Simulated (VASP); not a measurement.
# NaCl in VASP: a series of runs

NaCl is run at these levels: HSE06, PBE, r2SCAN; tasks: single point.

Everything below comes from runs of VASP 6.6.1. Logs are shortened: lines on timing, memory, paths and dates and some standing lists are left out, and cuts for length are marked.

**1. The cell of the first run**

The structure is orthorhombic, space group Cmmm (No. 65). Conventional cell: a = 4.852 Å, b = 4.933 Å, c = 3.460 Å, α = 90.00°, β = 90.00°, γ = 90.00°. Within 3.9 Å of Na (site symmetry mmm) lie 8 Cl at 2.98 to 3.01 Å and 6 Na at 3.46 Å. Within 3.9 Å of Cl (site symmetry mmm) lie 8 Na at 2.98 to 3.01 Å and 6 Cl at 3.46 Å.

**2. Single point, HSE06 (shear xy strain +1.7%)**

POSCAR

```
NaCl
1.0
    3.4595458649      0.0285412534      0.0000000000
    0.0285412534      3.4595458649      0.0000000000
    0.0000000000      0.0000000000      3.4595458649
Na Cl
1 1
Direct
    0.0000000000      0.0000000000      0.0000000000
    0.5000000000      0.5000000000      0.5000000000
```

INCAR.step1

```
PREC = Accurate ; ENCUT = 520
EDIFF = 1E-5 ; ISMEAR = 0
SIGMA = 0.01 ; LREAL = F
LASPH = T ; NELM = 100
ALGO = Normal ; ISIF = 2
LWAVE = T ; LCHARG = F
GGA = PE ; NBANDS = 14
```

INCAR.step2

```
PREC = Accurate ; ENCUT = 520
EDIFF = 1E-7 ; ISMEAR = 0
SIGMA = 0.01 ; LREAL = F
LASPH = T ; NELM = 100
ALGO = Normal ; ISIF = 2
LWAVE = F ; LCHARG = F
GGA = PE ; LHFCALC = T
HFSCREEN = 0.2079 ; PRECFOCK = Normal
ISTART = 1 ; NBANDS = 14
```

KPOINTS

```
Automatic mesh
0
Gamma
  6 6 6
```

Potentials or basis: VASP PAW PBE potentials, release 64 (Na_pv, Cl).

Command:

```
$ cat potpaw_PBE.64/Na_pv/POTCAR potpaw_PBE.64/Cl/POTCAR > POTCAR
$ cp INCAR.step1 INCAR
$ mpirun -np 1 vasp_std > vasp.out
$ cp INCAR.step2 INCAR
$ mpirun -np 1 vasp_std > vasp.out
```

OUTCAR:

```text
PREC = Accurate
   ENCUT = 520
   EDIFF = 1E-7
   ISMEAR = 0
   LREAL = F
   LASPH = T
   NELM = 100
   ISIF = 2
   GGA = PE
   LHFCALC = T
   HFSCREEN = 0.2079
   PRECFOCK = Normal
   ISTART = 1

 ion  position               nearest neighbor table
   1  0.000  0.000  0.000-
   2  0.500  0.500  0.500-

  LATTYP: Found a base centered orthorhombic cell.
 ALAT       =     4.8521732541
 B/A-ratio  =     1.0166372574
 C/A-ratio  =     0.7129889399

  Lattice vectors:

 A1 = (  -0.0285412534,  -3.4595458649,   0.0000000000)
 A2 = (   3.4595458649,   0.0285412534,   0.0000000000)
 A3 = (   0.0000000000,   0.0000000000,   3.4595458649)

Analysis of symmetry for initial positions (statically):
=====================================================================
 Subroutine PRICEL returns:
 Original cell was already a primitive cell.

 Routine SETGRP: Setting up the symmetry group for a
 base centered orthorhombic supercell.

 Subroutine GETGRP returns: Found  8 space group operations
 (whereof  8 operations were pure point group operations)
 out of a pool of  8 trial point group operations.

The static configuration has the point symmetry D_2h.

Analysis of symmetry for dynamics (positions and initial velocities):
=====================================================================
 Subroutine PRICEL returns:
 Original cell was already a primitive cell.

 Routine SETGRP: Setting up the symmetry group for a
 base centered orthorhombic supercell.

 Subroutine GETGRP returns: Found  8 space group operations
 (whereof  8 operations were pure point group operations)
 out of a pool of  8 trial point group operations.

The dynamic configuration has the point symmetry D_2h.

 Subroutine INISYM returns: Found  8 space group operations
 (whereof  8 operations are pure point group operations),
 and found     1 'primitive' translations

----------------------------------------------------------------------------------------

                                     Primitive cell

  volume of cell :      41.4026

  direct lattice vectors                    reciprocal lattice vectors
     3.459545865  0.028541253  0.000000000     0.289074956 -0.002384868  0.000000000
     0.028541253  3.459545865  0.000000000    -0.002384868  0.289074956  0.000000000
     0.000000000  0.000000000  3.459545865     0.000000000  0.000000000  0.289055280

  length of vectors
     3.459663596  3.459663596  3.459545865     0.289084793  0.289084793  0.289055280

  position of ions in fractional coordinates (direct lattice)
     0.000000000  0.000000000  0.000000000
     0.500000000  0.500000000  0.500000000

  ion indices of the primitive-cell ions
   primitive index   ion index
                 1           1
                 2           2

----------------------------------------------------------------------------------------

 KPOINTS: Automatic mesh

Automatic generation of k-mesh.
 Grid dimensions read from file:
 generate k-points for:    6    6    6

 Generating k-lattice:

  Cartesian coordinates                     Fractional coordinates (reciprocal lattice)
     0.048179159 -0.000397478  0.000000000     0.166666667  0.000000000  0.000000000
    -0.000397478  0.048179159  0.000000000     0.000000000  0.166666667  0.000000000
     0.000000000  0.000000000  0.048175880     0.000000000  0.000000000  0.166666667

  Length of vectors
     0.048180799  0.048180799  0.048175880

  Shift w.r.t. Gamma in fractional coordinates (k-lattice)
     0.000000000  0.000000000  0.000000000

 Subroutine IBZKPT returns following result:
 ===========================================

 Found     52 irreducible k-points:

 Following reciprocal coordinates:
            Coordinates               Weight
  0.000000  0.000000  0.000000      1.000000
  0.166667  0.000000  0.000000      4.000000
  0.333333 -0.000000  0.000000      4.000000
  0.500000  0.000000  0.000000      2.000000
  0.166667  0.166667  0.000000      2.000000
  0.333333  0.166667  0.000000      4.000000
[... 16 lines left out ...]
  0.333333  0.333333  0.166667      4.000000
  0.500000  0.333333  0.166667      8.000000
 [... further k-points ...]
   k-points           NKPTS =     52   k-points in BZ     NKDIM =    216   number of bands    NBANDS=     14
   number of dos      NEDOS =    301   number of ions     NIONS =      2
   total plane-waves  NPLWV =  21952
   dimension x,y,z NGX =    28 NGY =   28 NGZ =   28
   dimension x,y,z NGXF=    56 NGYF=   56 NGZF=   56
   ions per type =               1   1
   NGX,Y,Z   is equivalent  to a cutoff of  13.45, 13.45, 13.46 a.u.
   NGXF,Y,Z  is equivalent  to a cutoff of  26.91, 26.91, 26.91 a.u.
 SYSTEM =  unknown system
   PREC   = accura    normal or accurate (medium, high low for compatibility)
   ISTART =      1    job   : 0-new  1-cont  2-samecut
   ICHARG =      0    charge: 1-file 2-atom 10-const
   ISPIN  =      1    spin polarized calculation?
   LNONCOLLINEAR =      F non collinear calculations
   LSORBIT =      F    spin-orbit coupling
   LASPH  =      T    aspherical Exc in radial PAW
   ENCUT  =  520.0 eV  38.22 Ry    6.18 a.u.   6.43  6.43  6.43*2*pi/ulx,y,z
   NELM   =    100;   NELMIN=  2; NELMDL=  0     # of ELM steps
   EDIFF  = 0.1E-06   stopping-criterion for ELM
   LREAL  =      F    real-space projection
   EDIFFG = 0.1E-05   stopping-criterion for IOM
   NSW    =      0    number of steps for IOM
   IBRION =     -1    ionic relax: 0-MD 1-quasi-New 2-CG
   NFREE  =      0    steps in history (QN), initial steepest desc. (CG)
   ISIF   =      2    stress and relaxation
   ISYM   =      3    0-nonsym 1-usesym 2-fastsym
   POTIM  = 0.5000    time-step for ionic-motion
   TEBEG  =    0.0;   TEEND  =   0.0 temperature during run
   PSTRESS=    0.0 pullay stress
   NELECT =      14.0000    total number of electrons
   NUPDOWN=      -1.0000    fix difference up-down
   EMIN   =  10.00;   EMAX   =-10.00  energy-range for DOS
   EFERMI =   0.00;   METHOD = LEGACY
   ISMEAR =     0;   SIGMA  =   0.01  broadening in eV -4-tet -1-fermi 0-gaus
   EFERMI_NEDOS =   21; number of points for ismear=-14 and -15
   IALGO  =     38    algorithm
   IMIX   =      1    mixing-type and parameters
     AMIX     =   0.40;   BMIX     =  1.00
     AMIX_MAG =   1.60;   BMIX_MAG =  1.00
  volume/ion in A,a.u.               =      20.70       139.70
  Fermi-wavevector in a.u.,A,eV,Ry     =   1.140534  2.155297 17.698703  1.300818
  Thomas-Fermi vector in A             =   2.277236
   LORBIT       =      0    0 simple, 1 ext, 2 COOP (PROOUT), +10 PAW based schemes
   GGA     = PE    functional components
   LHFCALC =     T    Hartree Fock is set to
   PRECFOCK=normal    Normal, Fast or Accurate (Low or Medium for compatibility)
   ENCUT4O =  -1.0   cutoff for four orbital integrals eV
   NKREDX  =     1    reduce k-point grid by
   NKREDY  =     1    reduce k-point grid by
   NKREDZ  =     1    reduce k-point grid by
   AEXX    =    0.2500 exact exchange contribution
   HFSCREEN=    0.2079 screening length (either q_TF or 0.3 A-1)
   HFSCREENC=   0.2079 screening length for correlation (either q_TF or 0.3 A-1)
   ENCUTFOCK=  -1.0 apply spherical cutoff to Coloumb kernel
   IVDW    =     0    specifies the selected vdW correction
   LEPSILON=     F    determine dielectric tensor
   LRPA    =     F    only Hartree local field effects (RPA)
 non-spin polarized calculation
 Gauss-broadening in eV      SIGMA  =   0.01
  energy-cutoff  :      520.00
  volume of cell :       41.40
 maximum number of plane-waves:      1132
 NGX is ok and might be reduce to    28
  NGX = 20; NGY = 20; NGZ = 20

 number of electron      13.9999999 magnetization

 Free energy of the ion-electron system (eV)
  ---------------------------------------------------
  ext. energy  EPLUGINS =         0.00000000
  ---------------------------------------------------
  free energy    TOTEN  =        -7.55579292 eV

  energy without entropy =       -7.55579292  energy(sigma->0) =       -7.55579292

 E-fermi :  -0.1881     XC(G=0):  -7.1315

 val. band max:       -0.2389199104   @ k =   0.5000   0.5000   0.0000
 cond. band min:       5.1822821168   @ k =   0.0000   0.0000   0.0000
 fundamental gap:      5.4212020272
 Fermi energy:        -0.1880887721

 k-point     1 :       0.0000    0.0000    0.0000
  band No.  band energies     occupation
      1     -24.4322      2.00000
      2     -24.4311      2.00000
      3     -24.4301      2.00000
      4     -15.0097      2.00000
      5      -0.8274      2.00000
      6      -0.8027      2.00000
      7      -0.7773      2.00000
      8       5.1823      0.00000
      9       9.6473      0.00000
     10       9.6499      0.00000
     11      17.4092      0.00000
     12      17.5303      0.00000
     13      17.5324      0.00000
     14      17.5775      0.00000

 k-point     2 :       0.1667    0.0000    0.0000
  band No.  band energies     occupation
      1     -24.4423      2.00000
      2     -24.4300      2.00000
      3     -24.4300      2.00000
      4     -14.9100      2.00000
      5      -1.6692      2.00000
      6      -0.7384      2.00000
      7      -0.7377      2.00000
      8       5.9368      0.00000
      9       9.9706      0.00000
     10      10.2926      0.00000
     11      15.4474      0.00000
     12      15.4594      0.00000
     13      16.8569      0.00000
     14      17.8188      0.00000

 k-point     3 :       0.3333   -0.0000    0.0000
  band No.  band energies     occupation
      1     -24.4641      2.00000
      2     -24.4280      2.00000
      3     -24.4279      2.00000
      4     -14.6983      2.00000
      5      -2.9963      2.00000
      6      -0.6047      2.00000
      7      -0.6045      2.00000
      8       7.2603      0.00000
      9      10.7060      0.00000
     10      10.8741      0.00000
     11      13.8420      0.00000
     12      13.8432      0.00000
     13      15.8075      0.00000
     14      17.5618      0.00000
[... 324 lines left out ...]
 k-point    23 :       0.3333    0.3333    0.1667
  band No.  band energies     occupation
      1     -24.4585      2.00000
      2     -24.4534      2.00000
      3     -24.4344      2.00000
      4     -14.3672      2.00000
      5      -2.4931      2.00000
      6      -2.2937      2.00000
      7      -1.0466      2.00000
      8       8.0082      0.00000
      9      10.0164      0.00000
     10      11.0915      0.00000
     11      12.8444      0.00000
     12      14.5002      0.00000
     13      15.0705      0.00000
     14      18.7295      0.00000

 k-point    24 :       0.5000    0.3333    0.1667
  band No.  band energies     occupation
      1     -24.4658      2.00000
      2     -24.4538      2.00000
      3     -24.4333      2.00000
      4     -14.2754      2.00000
      5      -2.8989      2.00000
      6      -2.2344      2.00000
      7      -0.9487      2.00000
      8       7.5920      0.00000
      9      10.4136      0.00000
     10      10.5555      0.00000
     11      12.8490      0.00000
     12      15.0216      0.00000
     13      15.5798      0.00000
     14      17.9031      0.00000

 [... further k-points ...]
[... 5 lines left out ...]
  --------------------------------------------------------------------------------------
  -------------------------------------------------------------------------------------
  Total        0.1425004      0.1425004      0.1424721      0.0085111      0.0000000      0.0000000
  in kB        5.5144092      5.5144092      5.5133138      0.3293572      0.0000000      0.0000000
  external PRESSURE =       5.5140441 kB  Pullay stress =       0.0000000 kB

 VOLUME and BASIS-vectors are now :
 -----------------------------------------------------------------------------
  energy-cutoff  :      520.00
  volume of cell :       41.40
      direct lattice vectors                 reciprocal lattice vectors
     3.459545865  0.028541253  0.000000000     0.289074956 -0.002384868  0.000000000
     0.028541253  3.459545865  0.000000000    -0.002384868  0.289074956  0.000000000
     0.000000000  0.000000000  3.459545865     0.000000000  0.000000000  0.289055280

 POSITION                                       TOTAL-FORCE (eV/Angst)
 -----------------------------------------------------------------------------------
      0.00000      0.00000      0.00000         0.000000      0.000000      0.000000
      1.74404      1.74404      1.72977        -0.000000      0.000000      0.000000
 -----------------------------------------------------------------------------------
    total drift:                               -0.000000     -0.000001      0.000003

  FREE ENERGIE OF THE ION-ELECTRON SYSTEM (eV)
  ---------------------------------------------------
  free  energy   TOTEN  =        -7.5557929228 eV

  energy  without entropy=       -7.5557929228  energy(sigma->0) =       -7.55579292
```

It took 49 min on 1 thread of Intel Xeon Platinum 8488C (Sapphire Rapids), shared host; peak memory 0.28 GiB.

Results:

* Free energy: -7.5558 eV
* Pressure: 0.6 GPa
* Band gap on the k mesh: 5.42 eV, indirect (least direct gap 5.96 eV)

Caveat: the cell differs from its parent crystal (shear xy strain +1.7%); the PAW data sets were made with another functional, which shifts forces and pressure a little.

**3. Single point, PBE (strain along [111] -4.8%)**

INCAR

```
  PREC = Accurate
  ENCUT = 520
  EDIFF = 1E-6
  ISMEAR = -1
  SIGMA = 0.02
  LREAL = F
  LASPH = T
  NELM = 100
  ALGO = Normal
  ISIF = 2
  LWAVE = F
  LCHARG = T
  GGA = PE
  LELF = T
  LVHAR = T
  NBANDS = 14
```

KPOINTS

```
regular mesh
0
Gamma
  8 8 8
```

POSCAR

```
NaCl
1.0
    3.4036165401     -0.0559293248     -0.0559293248
   -0.0559293248      3.4036165401     -0.0559293248
   -0.0559293248     -0.0559293248      3.4036165401
Na Cl
1 1
Direct
    0.0000000000      0.0000000000      0.0000000000
    0.5000000000      0.5000000000      0.5000000000
```

Potentials or basis: VASP PAW PBE potentials, release 64 (Na_pv, Cl).

Command:

```
$ cat potpaw_PBE.64/Na_pv/POTCAR potpaw_PBE.64/Cl/POTCAR > POTCAR
$ mpirun -np 1 vasp_std > vasp.out
```

Run time: 25 s. Hardware: 1 thread of Intel Xeon Platinum 8488C (Sapphire Rapids), shared host; peak memory 0.16 GiB.

It converged, with:

* Free energy: -6.4369 eV
* Pressure: 2.9 GPa
* Band gap on the k mesh: 4.30 eV, indirect (least direct gap 4.81 eV)

Stress tensor (GPa, compression positive):
```
2.91 0.12 0.12
0.12 2.91 0.12
0.12 0.12 2.91
```

Levels at points of the mesh, in eV from the valence-band top:
```tsv
k point	band 5	band 6	band 7	band 8	band 9	band 10
(0.00, 0.00, 0.00)	-0.66	-0.51	-0.51	4.30	8.49	8.49
(0.50, 0.00, 0.00)	-3.33	-0.35	-0.24	7.21	9.19	10.45
(0.50, 0.50, 0.00)	-2.61	-2.52	0.00	5.55	10.03	11.44
(0.50, 0.50, 0.50)	-2.14	-2.14	-2.06	6.97	6.97	7.47
```

Caveat: the cell differs from its parent crystal (strain along [111] -4.8%). A k mesh can miss the band edges.

[end of part 1 of 2]
